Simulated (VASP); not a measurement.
# Se in VASP: a series of runs

Se is run at these levels: PBE; tasks: single point, relaxation of shape and atoms at fixed volume.

Program: VASP 6.6.1. These are calculated values, not measurements. Logs are shortened: lines on timing, memory, paths and dates and some standing lists are left out, and cuts for length are marked.

## 1. The cell of the first run

It takes space group R-3m (No. 166, trigonal). The conventional cell has a = 4.007 Å, b = 4.007 Å, c = 4.890 Å, α = 90.00°, β = 90.00°, γ = 120.00°. Within 3.7 Å of Se (site symmetry -3m) lie 6 Se at 2.83 Å.

## 2. Single point, PBE

Contents of INCAR:

```
SYSTEM = Se
  ALGO = Normal
  EDIFF = 1E-6
  ENCUT = 520
  GGA = PE
  ISIF = 2
  ISMEAR = 0
  LASPH = .True.
  LCHARG = .True.
  LELF = .True.
  LREAL = .False.
  LVHAR = .True.
  LWAVE = .False.
  NBANDS = 9
  NELM = 100
  PREC = Accurate
  SIGMA = 0.05
```

Contents of KPOINTS:

```
k-points
0
Gamma
  22 22 22
  0 0 0
```

Contents of POSCAR:

```
Se
1.0
    2.0034857901      1.1567130603      1.6301422464
   -2.0034857901      1.1567130603      1.6301422464
    0.0000000000     -2.3134261205      1.6301422464
Se
1
Direct
    0.0000000000      0.0000000000      0.0000000000
```

Potentials or basis: VASP PAW PBE potentials, release 64 (Se).

Command:

```
$ cat potpaw_PBE.64/Se/POTCAR > POTCAR
$ mpirun -np 1 vasp_std > vasp.out
```

OUTCAR:

```text
SYSTEM = Se
   EDIFF = 1E-6
   ENCUT = 520
   GGA = PE
   ISIF = 2
   ISMEAR = 0
   LASPH = .True.
   LREAL = .False.
   NELM = 100
   PREC = Accurate

 ion  position               nearest neighbor table
   1  0.000  0.000  0.000-

  LATTYP: Found a trigonal (rhomboedric) cell.
 ALAT       =     2.8300714052
 COS(alpha) =    -0.0023231062

  Lattice vectors:

 A1 = (   2.0034857901,   1.1567130603,   1.6301422464)
 A2 = (  -2.0034857901,   1.1567130603,   1.6301422464)
 A3 = (   0.0000000000,  -2.3134261205,   1.6301422464)

Analysis of symmetry for initial positions (statically):
=====================================================================
 Subroutine PRICEL returns:
 Original cell was already a primitive cell.

 Routine SETGRP: Setting up the symmetry group for a
 trigonal (rhombohedral) supercell.

 Subroutine GETGRP returns: Found 12 space group operations
 (whereof 12 operations were pure point group operations)
 out of a pool of 12 trial point group operations.

The static configuration has the point symmetry D_3d.

Analysis of symmetry for dynamics (positions and initial velocities):
=====================================================================
 Subroutine PRICEL returns:
 Original cell was already a primitive cell.

 Routine SETGRP: Setting up the symmetry group for a
 trigonal (rhombohedral) supercell.

 Subroutine GETGRP returns: Found 12 space group operations
 (whereof 12 operations were pure point group operations)
 out of a pool of 12 trial point group operations.

The dynamic configuration has the point symmetry D_3d.

 Subroutine INISYM returns: Found 12 space group operations
 (whereof 12 operations are pure point group operations),
 and found     1 'primitive' translations

----------------------------------------------------------------------------------------

                                     Primitive cell

  volume of cell :      22.6667

  direct lattice vectors                    reciprocal lattice vectors
     2.003485790  1.156713060  1.630142246     0.249565034  0.144086440  0.204481133
    -2.003485790  1.156713060  1.630142246    -0.249565034  0.144086440  0.204481133
     0.000000000 -2.313426120  1.630142246     0.000000000 -0.288172880  0.204481133

  length of vectors
[... 76 lines left out ...]
   LSORBIT =      F    spin-orbit coupling
   LASPH  =      T    aspherical Exc in radial PAW
   ENCUT  =  520.0 eV  38.22 Ry    6.18 a.u.   5.26  5.26  5.26*2*pi/ulx,y,z
   NELM   =    100;   NELMIN=  2; NELMDL= -5     # of ELM steps
   EDIFF  = 0.1E-05   stopping-criterion for ELM
   LREAL  =      F    real-space projection
   EDIFFG = 0.1E-04   stopping-criterion for IOM
   NSW    =      0    number of steps for IOM
   IBRION =     -1    ionic relax: 0-MD 1-quasi-New 2-CG
   NFREE  =      0    steps in history (QN), initial steepest desc. (CG)
   ISIF   =      2    stress and relaxation
   ISYM   =      2    0-nonsym 1-usesym 2-fastsym
   POTIM  = 0.5000    time-step for ionic-motion
   TEBEG  =    0.0;   TEEND  =   0.0 temperature during run
   PSTRESS=    0.0 pullay stress
   NELECT =       6.0000    total number of electrons
   NUPDOWN=      -1.0000    fix difference up-down
   EMIN   =  10.00;   EMAX   =-10.00  energy-range for DOS
   EFERMI =   0.00;   METHOD = LEGACY
   ISMEAR =     0;   SIGMA  =   0.05  broadening in eV -4-tet -1-fermi 0-gaus
   EFERMI_NEDOS =   21; number of points for ismear=-14 and -15
   IALGO  =     38    algorithm
   IMIX   =      4    mixing-type and parameters
     AMIX     =   0.40;   BMIX     =  1.00
     AMIX_MAG =   1.60;   BMIX_MAG =  1.00
  volume/ion in A,a.u.               =      22.67       152.96
  Fermi-wavevector in a.u.,A,eV,Ry     =   1.051144  1.986375 15.033138  1.104904
  Thomas-Fermi vector in A             =   2.186176
   LORBIT       =      0    0 simple, 1 ext, 2 COOP (PROOUT), +10 PAW based schemes
   GGA     = PE    functional components
   LHFCALC =     F    Hartree Fock is set to
   AEXX    =    0.0000 exact exchange contribution
   IVDW    =     0    specifies the selected vdW correction
   LEPSILON=     F    determine dielectric tensor
   LRPA    =     F    only Hartree local field effects (RPA)
 non-spin polarized calculation
 Gauss-broadening in eV      SIGMA  =   0.05
  energy-cutoff  :      520.00
  volume of cell :       22.67
 maximum number of plane-waves:       624
 NGX is ok and might be reduce to    24
   NGX = 11   NGY = 11   NGZ = 11

 number of electron       5.9999999 magnetization

 Free energy of the ion-electron system (eV)
  ---------------------------------------------------
  ext. energy  EPLUGINS =         0.00000000
  ---------------------------------------------------
  free energy    TOTEN  =        -3.32946397 eV

  energy without entropy =       -3.32859406  energy(sigma->0) =       -3.32902902

 E-fermi :   4.6409     XC(G=0):  -9.9048

 val. band max:        4.6408442679   @ k =   0.3636   0.2273   0.1818
 cond. band min:       4.6440254560   @ k =  -0.3636   0.4545   0.2273
 fundamental gap:      0.0031811882
 Fermi energy:         4.6408758251

 k-point     1 :       0.0000    0.0000    0.0000
  band No.  band energies     occupation
      1     -11.3514      2.00000
      2       6.0335      0.00000
      3       6.0517      0.00000
      4       6.0517      0.00000
      5      12.4325      0.00000
      6      12.4325      0.00000
      7      12.5083      0.00000
      8      26.7959      0.00000
      9      26.8106      0.00000
[... 265 lines left out ...]
 k-point    24 :      -0.4545    0.0455    0.0000
  band No.  band energies     occupation
      1      -9.3363      2.00000
      2      -2.0858      2.00000
      3       7.1314      0.00000
      4       7.4356      0.00000
      5      14.6980      0.00000
      6      15.8708      0.00000
      7      16.8695      0.00000
      8      18.3333      0.00000
      9      18.7838      0.00000

 [... further k-points ...]
[... 5 lines left out ...]
  --------------------------------------------------------------------------------------
  -------------------------------------------------------------------------------------
  Total        0.0041257      0.0041257      0.0050548     -0.0000000      0.0000000     -0.0000000
  in kB        0.2916238      0.2916238      0.3572955     -0.0000000      0.0000000     -0.0000000
  external PRESSURE =       0.3135144 kB  Pullay stress =       0.0000000 kB

 VOLUME and BASIS-vectors are now :
 -----------------------------------------------------------------------------
  energy-cutoff  :      520.00
  volume of cell :       22.67
      direct lattice vectors                 reciprocal lattice vectors
     2.003485790  1.156713060  1.630142246     0.249565034  0.144086440  0.204481133
    -2.003485790  1.156713060  1.630142246    -0.249565034  0.144086440  0.204481133
     0.000000000 -2.313426120  1.630142246     0.000000000 -0.288172880  0.204481133

 POSITION                                       TOTAL-FORCE (eV/Angst)
 -----------------------------------------------------------------------------------
      0.00000      0.00000      0.00000         0.000000      0.000000      0.000000
 -----------------------------------------------------------------------------------
    total drift:                                0.000000      0.000000      0.000000

  FREE ENERGIE OF THE ION-ELECTRON SYSTEM (eV)
  ---------------------------------------------------
  free  energy   TOTEN  =        -3.3294639714 eV

  energy  without entropy=       -3.3285940620  energy(sigma->0) =       -3.32902902
```

OSZICAR:

```text
N       E                     dE             d eps       ncg     rms          rms(c)
DAV:   1     0.994184563660E+01    0.99418E+01   -0.28286E+03 18472   0.565E+02
DAV:   2    -0.300763776933E+01   -0.12949E+02   -0.12397E+02 25080   0.764E+01
DAV:   3    -0.332312077886E+01   -0.31548E+00   -0.31233E+00 21714   0.111E+01
DAV:   4    -0.332379603741E+01   -0.67526E-03   -0.67522E-03 25953   0.593E-01
DAV:   5    -0.332379662630E+01   -0.58889E-06   -0.58903E-06 21866   0.142E-02    0.364E+00
DAV:   6    -0.332703533859E+01   -0.32387E-02   -0.86698E-04 21757   0.207E-01    0.217E+00
DAV:   7    -0.332940406316E+01   -0.23687E-02   -0.19563E-03 19515   0.311E-01    0.496E-02
DAV:   8    -0.332945919826E+01   -0.55135E-04   -0.84565E-05 21202   0.610E-02    0.646E-03
DAV:   9    -0.332946306567E+01   -0.38674E-05   -0.32403E-06 22035   0.119E-02    0.424E-03
DAV:  10    -0.332946397141E+01   -0.90574E-06   -0.22489E-06 19577   0.803E-03
   1 F= -.33294640E+01 E0= -.33290290E+01  d E =-.869909E-03
```

Run time: 91 s. Hardware: 1 thread of AMD EPYC 7R13 (Zen 3), shared host; peak memory 0.27 GiB.

Results:

| Item | Value |
| --- | --- |
| Free energy | -3.3295 eV |
| Pressure | 0.0 GPa |
| Band gap on the k mesh | zero (band 3 reaches 7.44 eV, above the bottom of band 4 at 1.38 eV) |

Levels at points of the mesh, in eV from the Fermi level:
```csv
k point,band 1,band 2,band 3,band 4,band 5,band 6,band 7
"(0.00, 0.00, 0.00)",-15.99,1.39,1.41,1.41,7.79,7.79,7.87
"(0.50, 0.00, 0.00)",-13.94,-6.89,2.80,2.82,9.94,11.54,12.55
"(0.50, 0.50, 0.00)",-11.91,-4.99,-4.96,3.00,4.08,13.37,15.72
"(0.50, 0.50, 0.50)",-9.83,-3.30,-3.30,-3.26,5.87,5.87,5.92
```

## 3. Single point, PBE (volume scaled by 0.760)

Contents of INCAR:

```
PREC     = Accurate       # precision mode
ENCUT    = 520            # plane-wave cutoff, eV
EDIFF    = 1E-6           # SCF threshold, eV
ISMEAR   = 0              # smearing method
SIGMA    = 0.05           # smearing width, eV
LREAL    = F              # projectors in reciprocal space
LASPH    = T              # aspherical terms in the spheres
NELM     = 100            # most SCF steps
ALGO     = Normal         # electronic algorithm
ISIF     = 2              # what is computed and relaxed
LWAVE    = F              # write WAVECAR
LCHARG   = F              # write CHGCAR
GGA      = PE             # functional
NBANDS   = 9              # bands
```

Contents of KPOINTS:

```
Automatic mesh
0
Gamma
  18 18 18
```

Contents of POSCAR:

```
Se
1.0
    1.8266258876      1.0546029480      1.4913133066
   -1.8266258876      1.0546029480      1.4913133066
    0.0000000000     -2.1092058958      1.4913133066
Se
1
Direct
    0.0000000000      0.0000000000      0.0000000000
```

Potentials or basis: VASP PAW PBE potentials, release 64 (Se).

Command:

```
$ cat potpaw_PBE.64/Se/POTCAR > POTCAR
$ mpirun -np 1 vasp_std > vasp.out
```

It took 32 s on 1 thread of AMD EPYC 7R13 (Zen 3), shared host; peak memory 0.16 GiB.

It converged, with:

* Free energy: -2.8482 eV
* Pressure: 35.8 GPa
* Band gap on the k mesh: zero (band 3 reaches 12.48 eV, above the bottom of band 4 at 3.88 eV)

Levels at points of the mesh, in eV from the Fermi level:
```
           k point  band 1  band 2  band 3  band 4  band 5  band 6  band 7  band 8
(0.00, 0.00, 0.00)  -18.89    1.82    1.82    1.82    7.19    7.19    9.51   25.14
(0.50, 0.00, 0.00)  -15.70   -9.70    4.08    4.08    9.95   13.57   13.94   14.15
(0.50, 0.50, 0.00)  -12.37   -6.99   -6.99    1.07    6.19   15.52   16.97   16.97
(0.50, 0.50, 0.50)   -8.73   -4.53   -4.53   -4.53    4.67    4.67    4.67    9.10
```

## 4. Relaxation of shape and atoms at fixed volume, PBE (volume scaled by 0.760)

Contents of INCAR:

```
PREC = Accurate ; ENCUT = 600
EDIFF = 1E-7 ; ISMEAR = 0
SIGMA = 0.05 ; LREAL = False
LASPH = True ; NELM = 100
ALGO = Normal ; ISIF = 4
LWAVE = False ; LCHARG = False
GGA = PE ; IBRION = 2
NSW = 60 ; EDIFFG = -0.01
```

KPOINTS is that of step 3.

POSCAR is that of step 3.

Command:

```
$ cat potpaw_PBE.64/Se/POTCAR > POTCAR
$ mpirun -np 1 vasp_std > vasp.out
```

Run time: 43 s. Hardware: 1 thread of AMD EPYC 7R13 (Zen 3), shared host; peak memory 0.18 GiB.

The run converged. Its results:

```yaml
Free_energy: -2.8483 eV
Pressure_after_relaxing: 35.8 GPa
Band_gap_on_the_k_mesh: zero (band 3 reaches 12.48 eV, above the bottom of band 4 at 3.88 eV)
```

Final structure:
```yaml
crystal:
  lattice:
    - [1.82663, 1.05460, 1.49131]
    - [-1.82663, 1.05460, 1.49131]
    - [0.00000, -2.10921, 1.49131]
  atoms:
    - { symbol: Se, position: [0.00000, 0.00000, 0.00000] }
```

Levels at points of the mesh, in eV from the Fermi level:
| k point | band 1 | band 2 | band 3 | band 4 | band 5 | band 6 | band 7 |
| --- | --- | --- | --- | --- | --- | --- | --- |
| (0.00, 0.00, 0.00) | -18.89 | 1.82 | 1.82 | 1.82 | 7.19 | 7.19 | 9.51 |
| (0.50, 0.00, 0.00) | -15.70 | -9.70 | 4.08 | 4.08 | 9.95 | 13.57 | 13.94 |
| (0.50, 0.50, 0.00) | -12.37 | -6.99 | -6.99 | 1.07 | 6.19 | 15.52 | 16.97 |
| (0.50, 0.50, 0.50) | -8.73 | -4.53 | -4.53 | -4.53 | 4.67 | 4.67 | 4.67 |

Caveat: the relaxation stopped at its first step, so nothing moved.

## 5. Summary

```csv
task,cell,k mesh,cutoff (eV),gap on the mesh (eV),pressure (GPa)
single point,"a = 2.830 Å, angles 90.1°, 1 atom",22 × 22 × 22,520,none,0.0
single point,"a = 2.583 Å, 1 atom",18 × 18 × 18,520,none,35.8
relaxation of shape and atoms at fixed volume,"relaxed from a = 2.583 Å, 1 atom",18 × 18 × 18,600,none,35.8
```

Alike in all rows: level PBE; potentials or basis VASP PAW PBE potentials, release 64 (Se); no spin polarisation; smearing gaussian 0.05 eV.

Caveats: the relaxation stopped at its first step, so nothing moved (some runs).

Total energies depend on the potentials used, so only differences within one code and one set of settings carry meaning.
